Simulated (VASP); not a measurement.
A run of VASP 6.6.1:

Contents of INCAR:

```
PREC = Accurate
ENCUT = 500
EDIFF = 1E-6
ISMEAR = 0
SIGMA = 0.1
LREAL = F
LASPH = T
NELM = 200
ALGO = Normal
ISIF = 2
LWAVE = F
LCHARG = T
GGA = PE
LELF = T
LVHAR = T
NBANDS = 34
GGA_COMPAT = F
LMAXMIX = 6
```

Contents of KPOINTS:

```
Automatic mesh
0
Gamma
  4 4 4
```

File POSCAR:

```
PrWS4
1.0
    4.2507798600      0.0000000000      0.0000000000
    0.0000000000      4.2507798600      0.0000000000
    0.0000000000      0.0000000000      6.3414129100
Pr W S
1 1 4
Direct
    0.0000000000      0.0000000000      0.0000000000
    0.5000000000      0.5000000000      0.5000000000
    0.0000000000      0.5000000000      0.7644799900
    0.5000000000      0.0000000000      0.7644799900
    0.0000000000      0.5000000000      0.2355200100
    0.5000000000      0.0000000000      0.2355200100
```

Potentials or basis: VASP PAW PBE potentials, release 64 (Pr_3, W_sv, S), 4f in core.

The run is started by

```bash
$ cat potpaw_PBE.64/Pr_3/POTCAR potpaw_PBE.64/W_sv/POTCAR potpaw_PBE.64/S/POTCAR > POTCAR
$ mpirun -np 1 vasp_std > vasp.out
```

Hardware: 1 thread of Intel(R) Xeon(R) 6975P-C (Granite Rapids), with other jobs on the host.

Task: Estimate the wall time of this run.

Result: Wall time 72 s on 1 thread of Intel(R) Xeon(R) 6975P-C (Granite Rapids), with other jobs on the host, peak memory 0.24 GiB. Counts: scf iterations 16, k points 18.
